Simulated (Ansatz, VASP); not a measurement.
# Two plane-wave programs on TiAl

```
Ti Al
1.0
     2.92065    0.00000    0.00000
    -1.46033    2.52936    0.00000
     0.00000    0.00000    4.90553
Ti Al
1 1
Direct
  0.00000 0.00000 0.00000
  0.33333 0.66667 0.50000
```

Alike in both runs: task single point; functional PBE; k mesh 18 × 18 × 10; occupations gaussian, width 0.1 eV; no spin polarisation.

|  | VASP | Ansatz |
| --- | --- | --- |
| version | VASP 6.6.1 | Ansatz 0.2.0 |
| potentials or method | VASP PAW PBE potentials, release 64 (Ti_sv, Al), cutoff 520 eV | scalar-relativistic, plane waves, PAW |
| valence electrons in the cell | 15 | 15 |

|  | VASP | Ansatz | Ansatz less VASP |
| --- | --- | --- | --- |
| gap on the k mesh at the Fermi level (eV) | none | none | - |
| pressure (GPa) | -7.6 | -7.6 | +0.06 |
| traceless stress, the component that is largest in VASP (GPa) | -3.80 | -3.82 | -0.025 |

A gap of «none» marks a metal or a gap that the smearing closes. The functional is the same, so the differences come from potentials, cutoffs and numerics.
